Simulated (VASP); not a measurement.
Write the native input for VASP 6.6.1 that does the following.

```
Task                   : single point
Functional             : BLYP
Potentials or basis    : VASP PAW PBE potentials, release 64 (Fe, O)
Cutoff                 : 520 eV
k mesh                 : 11 × 11 × 11
Occupations            : fermi-dirac, width 0.05 eV
Spin                   : collinear spin, ferromagnetic start
Starting moments       : [3.0, 0.0] μB
Dipole correction      : no
Further INCAR settings : ALGO = Normal; EDIFF = 1e-06; NBANDS = 18
```

The structure of FeO (Wuestite) lies in POSCAR:

```
FeO
1.0
    0.0000000000      2.1822894849      2.1822894849
    2.1822894849      0.0000000000      2.1822894849
    2.1822894849      2.1822894849      0.0000000000
Fe O
1 1
Direct
    0.0000000000      0.0000000000      0.0000000000
    0.5000000000      0.5000000000      0.5000000000
```

These files were run (other wordings do the same):

INCAR

```
PREC     = Accurate       # precision mode
ENCUT    = 520            # plane-wave cutoff, eV
EDIFF    = 1E-6           # SCF threshold, eV
ISMEAR   = -1             # smearing method
SIGMA    = 0.05           # smearing width, eV
LREAL    = F              # projectors in reciprocal space
LASPH    = T              # aspherical terms in the spheres
NELM     = 150            # most SCF steps
ALGO     = Normal         # electronic algorithm
ISIF     = 2              # what is computed and relaxed
LWAVE    = F              # write WAVECAR
LCHARG   = T              # write CHGCAR
ISPIN    = 2              # spin polarisation
MAGMOM   = 3 0            # initial moments
LORBIT   = 11             # projections on sites
LMAXMIX  = 4              # l up to which the mixer works
GGA      = B5             # functional
ALDAX    = 1.0          
AGGAX    = 1.0          
AGGAC    = 1.0          
ALDAC    = 0.0          
LELF     = T              # ELF
LVHAR    = T            
NBANDS   = 18             # bands
```

KPOINTS

```
regular mesh
0
Gamma
  11 11 11
```

Potentials or basis: VASP PAW PBE potentials, release 64 (Fe, O).

Command:

```bash
$ cat potpaw_PBE.64/Fe/POTCAR potpaw_PBE.64/O/POTCAR > POTCAR
$ mpirun -np 1 vasp_std > vasp.out
```

It gave:

The pressure is 0.1 GPa. The band gap on the k mesh is zero (filled and empty bands overlap). The net moment is 4.00 μB per cell and the site moments are Fe +3.60; O +0.32 μB. The valence electrons inside the program's atomic spheres are Fe 6.70; O 4.99.

Caveat: the PAW data sets were made with another functional, which shifts forces and pressure a little; a cell with one magnetic atom can't hold antiferromagnetic order, which such compounds often take; semilocal functionals often make such compounds metallic where correlation or magnetic order opens a gap, which also shifts bond lengths.

Wall time 96 s on 1 thread of AMD EPYC 7R13, with other jobs on the host, peak memory 0.14 GiB.
